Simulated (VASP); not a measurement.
# Ru4C in VASP: notebook

Runs on Ru4C. Level: LDA. Tasks: single point.

Everything below comes from runs of VASP 6.6.1. Logs are shortened: lines on timing, memory, paths and dates and some standing lists are left out, and cuts for length are marked.

## (1) The cell of the first run

The cell holds a slab with vacuum, 5 atoms: a = 2.674 Å, b = 2.674 Å, c = 21.762 Å, α = 90.00°, β = 90.00°, γ = 120.00°.

## (2) Single point, LDA

INCAR reads:

```
  ALGO = Normal
  DIPOL = 0.5 0.5 0.373
  EDIFF = 1E-7
  ENCUT = 520
  GGA = CA
  IDIPOL = 3
  ISIF = 2
  ISMEAR = 0
  LASPH = T
  LCHARG = F
  LDIPOL = T
  LREAL = F
  LWAVE = F
  NBANDS = 38
  NELM = 100
  PREC = Accurate
  SIGMA = 0.1
```

KPOINTS reads:

```
k-points
0
Gamma
  12 12 1
```

POSCAR reads:

```
Ru4C
1.0
    2.6740588508      0.0000000000      0.0000000000
   -1.3370294254      2.3158028960      0.0000000000
    0.0000000000      0.0000000000     21.7622039047
Ru C
4 1
Direct
    0.6666666667      0.3333333333      0.1838049132
    0.3333333333      0.6666666667      0.2809173428
    0.6666666667      0.3333333333      0.3776317450
    0.3333333333      0.6666666667      0.4715608745
    0.3333333333      0.6666666667      0.5505854550
```

Potentials or basis: VASP PAW LDA potentials, release 64 (Ru_pv, C).

On the command line:

```
> cat potpaw_LDA.64/Ru_pv/POTCAR potpaw_LDA.64/C/POTCAR > POTCAR
> mpirun -np 1 vasp_std > vasp.out
```

OUTCAR:

```text
EDIFF = 1E-7
   ENCUT = 520
   GGA = CA
   ISIF = 2
   ISMEAR = 0
   LASPH = T
   LREAL = F
   NELM = 100
   PREC = Accurate

 ion  position               nearest neighbor table
   1  0.667  0.333  0.184-   2 2.62   2 2.62   2 2.62
   2  0.333  0.667  0.281-   3 2.61   3 2.61   3 2.61   1 2.62   1 2.62   1 2.62
   3  0.667  0.333  0.378-   4 2.56   4 2.56   4 2.56   2 2.61   2 2.61   2 2.61
   4  0.333  0.667  0.472-   5 1.72   3 2.56   3 2.56   3 2.56
   5  0.333  0.667  0.551-   4 1.72

  LATTYP: Found a hexagonal cell.
 ALAT       =     2.6740588508
 C/A-ratio  =     8.1382666272

  Lattice vectors:

 A1 = (   2.6740588508,   0.0000000000,   0.0000000000)
 A2 = (  -1.3370294254,   2.3158028960,   0.0000000000)
 A3 = (   0.0000000000,   0.0000000000,  21.7622039047)

Analysis of symmetry for initial positions (statically):
=====================================================================
 Subroutine PRICEL returns:
 Original cell was already a primitive cell.

 Routine SETGRP: Setting up the symmetry group for a
 hexagonal supercell.

 Subroutine GETGRP returns: Found  6 space group operations
 (whereof  6 operations were pure point group operations)
 out of a pool of 24 trial point group operations.

The static configuration has the point symmetry C_3v.

Analysis of symmetry for dynamics (positions and initial velocities):
=====================================================================
 Subroutine PRICEL returns:
 Original cell was already a primitive cell.

 Routine SETGRP: Setting up the symmetry group for a
 hexagonal supercell.

 Subroutine GETGRP returns: Found  6 space group operations
 (whereof  6 operations were pure point group operations)
 out of a pool of 24 trial point group operations.

The dynamic configuration has the point symmetry C_3v.

 Subroutine INISYM returns: Found  6 space group operations
 (whereof  6 operations are pure point group operations),
 and found     1 'primitive' translations

----------------------------------------------------------------------------------------

                                     Primitive cell

  volume of cell :     134.7645

  direct lattice vectors                    reciprocal lattice vectors
     2.674058851  0.000000000  0.000000000     0.373963348  0.215907840  0.000000000
    -1.337029425  2.315802896  0.000000000     0.000000000  0.431815679  0.000000000
     0.000000000  0.000000000 21.762203905     0.000000000  0.000000000  0.045951228

  length of vectors
     2.674058851  2.674058851 21.762203905     0.431815679  0.431815679  0.045951228

  position of ions in fractional coordinates (direct lattice)
     0.666666667  0.333333333  0.183804913
     0.333333333  0.666666667  0.280917343
     0.666666667  0.333333333  0.377631745
     0.333333333  0.666666667  0.471560874
     0.333333333  0.666666667  0.550585455

  ion indices of the primitive-cell ions
   primitive index   ion index
                 1           1
                 2           2
                 3           3
                 4           4
                 5           5

----------------------------------------------------------------------------------------

 KPOINTS: k-points

Automatic generation of k-mesh.
 Grid dimensions read from file:
 generate k-points for:   12   12    1

 Generating k-lattice:

  Cartesian coordinates                     Fractional coordinates (reciprocal lattice)
     0.031163612  0.017992320  0.000000000     0.083333333  0.000000000  0.000000000
     0.000000000  0.035984640  0.000000000     0.000000000  0.083333333  0.000000000
     0.000000000  0.000000000  0.045951228     0.000000000  0.000000000  1.000000000

  Length of vectors
     0.035984640  0.035984640  0.045951228

  Shift w.r.t. Gamma in fractional coordinates (k-lattice)
     0.000000000  0.000000000  0.000000000

 Subroutine IBZKPT returns following result:
 ===========================================

 Found     19 irreducible k-points:

 Following reciprocal coordinates:
            Coordinates               Weight
  0.000000  0.000000  0.000000      1.000000
  0.083333  0.000000  0.000000      6.000000
  0.166667  0.000000  0.000000      6.000000
  0.250000  0.000000  0.000000      6.000000
  0.333333  0.000000  0.000000      6.000000
  0.416667  0.000000  0.000000      6.000000
[... 11 lines left out ...]
  0.333333  0.250000  0.000000     12.000000
  0.333333  0.333333  0.000000      2.000000
   k-points           NKPTS =     19   k-points in BZ     NKDIM =     19   number of bands    NBANDS=     38
   number of dos      NEDOS =    301   number of ions     NIONS =      5
   total plane-waves  NPLWV =  64800
   dimension x,y,z NGX =    20 NGY =   20 NGZ =  162
   dimension x,y,z NGXF=    40 NGYF=   40 NGZF=  324
   ions per type =               4   1
   NGX,Y,Z   is equivalent  to a cutoff of  12.43, 12.43, 12.38 a.u.
   NGXF,Y,Z  is equivalent  to a cutoff of  24.87, 24.87, 24.75 a.u.
 SYSTEM =  unknown system
   PREC   = accura    normal or accurate (medium, high low for compatibility)
   ISTART =      0    job   : 0-new  1-cont  2-samecut
   ICHARG =      2    charge: 1-file 2-atom 10-const
   ISPIN  =      1    spin polarized calculation?
   LNONCOLLINEAR =      F non collinear calculations
   LSORBIT =      F    spin-orbit coupling
   LASPH  =      T    aspherical Exc in radial PAW
   ENCUT  =  520.0 eV  38.22 Ry    6.18 a.u.   4.97  4.97 40.46*2*pi/ulx,y,z
   NELM   =    100;   NELMIN=  2; NELMDL= -5     # of ELM steps
   EDIFF  = 0.1E-06   stopping-criterion for ELM
   LREAL  =      F    real-space projection
   EDIFFG = 0.1E-05   stopping-criterion for IOM
   NSW    =      0    number of steps for IOM
   IBRION =     -1    ionic relax: 0-MD 1-quasi-New 2-CG
   NFREE  =      0    steps in history (QN), initial steepest desc. (CG)
   ISIF   =      2    stress and relaxation
   ISYM   =      2    0-nonsym 1-usesym 2-fastsym
   POTIM  = 0.5000    time-step for ionic-motion
   TEBEG  =    0.0;   TEEND  =   0.0 temperature during run
   PSTRESS=    0.0 pullay stress
   NELECT =      60.0000    total number of electrons
   NUPDOWN=      -1.0000    fix difference up-down
   EMIN   =  10.00;   EMAX   =-10.00  energy-range for DOS
   EFERMI =   0.00;   METHOD = LEGACY
   ISMEAR =     0;   SIGMA  =   0.10  broadening in eV -4-tet -1-fermi 0-gaus
   EFERMI_NEDOS =   21; number of points for ismear=-14 and -15
   IALGO  =     38    algorithm
   IMIX   =      4    mixing-type and parameters
     AMIX     =   0.40;   BMIX     =  1.00
     AMIX_MAG =   1.60;   BMIX_MAG =  1.00
  volume/ion in A,a.u.               =      26.95       181.89
  Fermi-wavevector in a.u.,A,eV,Ry     =   1.250067  2.362285 21.261397  1.562669
  Thomas-Fermi vector in A             =   2.384079
   LORBIT       =      0    0 simple, 1 ext, 2 COOP (PROOUT), +10 PAW based schemes
   GGA     = CA    functional components
   LHFCALC =     F    Hartree Fock is set to
   AEXX    =    0.0000 exact exchange contribution
   IVDW    =     0    specifies the selected vdW correction
   LEPSILON=     F    determine dielectric tensor
   LRPA    =     F    only Hartree local field effects (RPA)
 non-spin polarized calculation
 Gauss-broadening in eV      SIGMA  =   0.10
  energy-cutoff  :      520.00
  volume of cell :      134.76
 maximum number of plane-waves:      3677
 NGX is ok and might be reduce to    20
   NGX =  9   NGY =  9   NGZ = 81

 dipolmoment           0.000000      0.000000     -0.098312 electrons x Angstroem

 number of electron      59.9999999 magnetization

 dipolmoment           0.000000      0.000000      0.062822 electrons x Angstroem

 Free energy of the ion-electron system (eV)
  ---------------------------------------------------
  ext. energy  EPLUGINS =         0.00000000
  ---------------------------------------------------
  free energy    TOTEN  =       -46.80552343 eV

  energy without entropy =      -46.79167297  energy(sigma->0) =      -46.79859820

 E-fermi :   2.0251     XC(G=0):  -7.2890

 val. band max:        1.9621542878   @ k =   0.2500   0.0000   0.0000
 cond. band min:       2.0293923069   @ k =   0.2500   0.0833   0.0000
 fundamental gap:      0.0672380191
 Fermi energy:         2.0250856701

 k-point     1 :       0.0000    0.0000    0.0000
  band No.  band energies     occupation
      1     -41.6171      2.00000
      2     -41.2679      2.00000
      3     -40.6468      2.00000
      4     -40.6274      2.00000
      5     -40.6274      2.00000
      6     -40.4192      2.00000
[... 30 lines left out ...]
     37       3.1971      0.00000
     38       3.1971      0.00000

 k-point     2 :       0.0833    0.0000    0.0000
  band No.  band energies     occupation
      1     -41.5954      2.00000
      2     -41.2640      2.00000
      3     -40.7282      2.00000
      4     -40.6429      2.00000
      5     -40.6204      2.00000
      6     -40.4563      2.00000
[... 30 lines left out ...]
     37       3.3894      0.00000
     38       4.7156      0.00000

 k-point     3 :       0.1667    0.0000    0.0000
  band No.  band energies     occupation
      1     -41.5351      2.00000
      2     -41.2607      2.00000
      3     -40.8921      2.00000
      4     -40.7007      2.00000
      5     -40.6850      2.00000
      6     -40.5364      2.00000
[... 30 lines left out ...]
     37       4.2796      0.00000
[... 576 lines left out ...]
 k-point    18 :       0.3333    0.2500    0.0000
  band No.  band energies     occupation
      1     -41.4164      2.00000
      2     -41.3671      2.00000
      3     -41.2108      2.00000
      4     -41.1121      2.00000
      5     -41.0701      2.00000
      6     -40.9728      2.00000
[... 30 lines left out ...]
     37       8.0547      0.00000
     38       8.9479      0.00000

 k-point    19 :       0.3333    0.3333    0.0000
  band No.  band energies     occupation
      1     -41.3496      2.00000
      2     -41.3437      2.00000
      3     -41.2679      2.00000
      4     -41.0896      2.00000
      5     -41.0627      2.00000
      6     -41.0549      2.00000
[... 30 lines left out ...]
     37       9.7886      0.00000
     38       9.8737      0.00000

------------------------ aborting loop because EDIFF is reached ----------------------------------------

 vacuum level on the upper side and lower side of the slab       (xc-potential included)         0.884        -0.966

  FORCE on cell =-STRESS in cart. coord.  units (eV):
  Direction    XX          YY          ZZ          XY          YZ          ZX
  --------------------------------------------------------------------------------------
  -------------------------------------------------------------------------------------
  Total        1.2316166      1.2316166      3.1654381      0.0000000      0.0000000      0.0000000
  in kB       14.6423467     14.6423467     37.6330117      0.0000000      0.0000000      0.0000000
  external PRESSURE =      22.3059017 kB  Pullay stress =       0.0000000 kB

 VOLUME and BASIS-vectors are now :
 -----------------------------------------------------------------------------
  energy-cutoff  :      520.00
  volume of cell :      134.76
      direct lattice vectors                 reciprocal lattice vectors
     2.674058851  0.000000000  0.000000000     0.373963348  0.215907840  0.000000000
    -1.337029425  2.315802896  0.000000000     0.000000000  0.431815679  0.000000000
     0.000000000  0.000000000 21.762203905     0.000000000  0.000000000  0.045951228

 POSITION                                       TOTAL-FORCE (eV/Angst)
 -----------------------------------------------------------------------------------
      1.33703      0.77193      4.00000        -0.000000     -0.000000      0.921600
     -0.00000      1.54387      6.11338         0.000000      0.000000     -0.762343
      1.33703      0.77193      8.21810        -0.000000      0.000000     -2.561721
     -0.00000      1.54387     10.26220        -0.000000     -0.000000      2.059676
     -0.00000      1.54387     11.98195        -0.000000      0.000000      0.342789
 -----------------------------------------------------------------------------------
    total drift:                                0.000000     -0.000000     -0.000252

  FREE ENERGIE OF THE ION-ELECTRON SYSTEM (eV)
  ---------------------------------------------------
  free  energy   TOTEN  =       -46.8055234266 eV

  energy  without entropy=      -46.7916729693  energy(sigma->0) =      -46.79859820

 vacuum level on the upper side and lower side of the slab         9.303         7.398
```

It took 3.9 min on 1 thread of AMD EPYC 7R13 (Zen 3), shared host; peak memory 0.2 GiB.

Results:

| Property | Result |
| --- | --- |
| Free energy | -46.8055 eV |
| Largest force | 2.562 eV/Å |
| Band gap on the k mesh | zero (band 30 reaches 3.14 eV, above the bottom of band 31 at 1.00 eV) |

Forces in eV/Å, atoms in the order of the input:
```
Ru   0.000  0.000  0.922
Ru   0.000  0.000 -0.762
Ru   0.000  0.000 -2.562
Ru   0.000  0.000  2.060
C    0.000  0.000  0.343
```

Levels at points of the mesh, in eV from the Fermi level:
```tsv
k point	band 26	band 27	band 28	band 29	band 30	band 31	band 32	band 33
(0.00, 0.00, 0.00)	-2.12	-2.12	-2.03	-1.23	-1.23	-0.35	-0.35	-0.11
(0.50, 0.00, 0.00)	-1.05	-0.44	0.47	1.07	1.12	1.52	1.73	1.93
```

## (3) Single point, LDA

INCAR reads:

```
SYSTEM = Ru4C
PREC     = Accurate       ! precision mode
ENCUT    = 520            ! plane-wave cutoff, eV
EDIFF    = 1E-6           ! SCF threshold, eV
ISMEAR   = 0              ! smearing method
SIGMA    = 0.1            ! smearing width, eV
LREAL    = .FALSE.        ! projectors in reciprocal space
LASPH    = .TRUE.         ! aspherical terms in the spheres
NELM     = 80             ! most SCF steps
ALGO     = Normal         ! electronic algorithm
ISIF     = 2              ! what is computed and relaxed
LWAVE    = .FALSE.        ! write WAVECAR
LCHARG   = .TRUE.         ! write CHGCAR
LDIPOL   = .TRUE.       
IDIPOL   = 3            
DIPOL    = 0.5 0.5 0.368
GGA      = CA             ! functional
LELF     = .TRUE.         ! ELF
LVHAR    = .TRUE.       
LVACPOTAV= .TRUE.       
NBANDS   = 38             ! bands
```

KPOINTS reads:

```
Automatic mesh
0
G
  12 12 1
  0 0 0
```

Changes to POSCAR since step 2:

```diff
@@ -12,2 +12,2 @@
     0.3333333333      0.6666666667      0.4715608745
-    0.3333333333      0.6666666667      0.5505854550
+    0.6666666667      1.3333333333      0.5244323263
```

Potentials or basis: VASP PAW LDA potentials, release 64 (Ru_pv, C).

On the command line:

```
> cat potpaw_LDA.64/Ru_pv/POTCAR potpaw_LDA.64/C/POTCAR > POTCAR
> mpirun -np 1 vasp_std > vasp.out
```

Run time: 4.4 min. Hardware: 1 thread of AMD EPYC 7R13 (Zen 3), shared host; peak memory 0.21 GiB.

It converged, with:

```yaml
Free_energy: -48.4484 eV
Largest_force: 2.176 eV/Å
Band_gap_on_the_k_mesh: zero (band 30 reaches 3.69 eV, above the bottom of band 31 at 1.37 eV)
```

Forces in eV/Å, atoms in the order of the input:
```
Ru   0.000  0.000  1.054
Ru   0.000  0.000 -1.327
Ru   0.000  0.000 -2.036
Ru   0.000  0.000  2.176
C    0.000  0.000  0.133
```

Levels at points of the mesh, in eV from the Fermi level:
```csv
k point,band 25,band 26,band 27,band 28,band 29,band 30,band 31,band 32,band 33,band 34
"(0.00, 0.00, 0.00)",-2.78,-2.27,-2.27,-1.93,-1.93,-1.45,-0.51,-0.51,0.42,0.59
"(0.50, 0.00, 0.00)",-1.48,-1.00,-0.67,0.22,0.49,1.17,1.22,1.49,1.65,1.71
```

## (4) Single point, LDA

INCAR reads:

```
PREC = Accurate
ENCUT = 520
EDIFF = 1E-7
ISMEAR = 0
SIGMA = 0.1
LREAL = F
LASPH = T
NELM = 60
ALGO = Normal
ISIF = 2
LWAVE = F
LCHARG = T
LDIPOL = T
IDIPOL = 3
DIPOL = 0.5 0.5 0.368
GGA = CA
LELF = T
LVHAR = T
LVACPOTAV = T
NBANDS = 38
```

KPOINTS reads:

```
regular mesh
0
Gamma
  12 12 1
```

Changes to POSCAR since step 3:

```diff
@@ -12,2 +12,2 @@
     0.3333333333      0.6666666667      0.4715608745
-    0.6666666667      1.3333333333      0.5244323263
+    1.0000000000      1.0000000000      0.5248229243
```

On the command line:

```
> cat potpaw_LDA.64/Ru_pv/POTCAR potpaw_LDA.64/C/POTCAR > POTCAR
> mpirun -np 1 vasp_std > vasp.out
```

It took 3.9 min on 1 thread of AMD EPYC 7R13 (Zen 3), shared host; peak memory 0.21 GiB.

Results (log left out):

- Free energy: -48.1037 eV
- Largest force: 3.324 eV/Å
- Band gap on the k mesh: zero (band 30 reaches 3.52 eV, above the bottom of band 31 at 1.42 eV)

Forces in eV/Å, atoms in the order of the input:
```
Ru   0.000  0.000  0.825
Ru   0.000  0.000 -0.763
Ru   0.000  0.000 -3.324
Ru   0.000  0.000  3.135
C    0.000  0.000  0.127
```

Levels at points of the mesh, in eV from the Fermi level:
```tsv
k point	band 28	band 29	band 30	band 31	band 32	band 33
(0.00, 0.00, 0.00)	-1.46	-1.46	-1.42	-0.63	-0.63	0.37
(0.50, 0.00, 0.00)	0.14	0.64	1.00	1.25	1.48	1.70
```
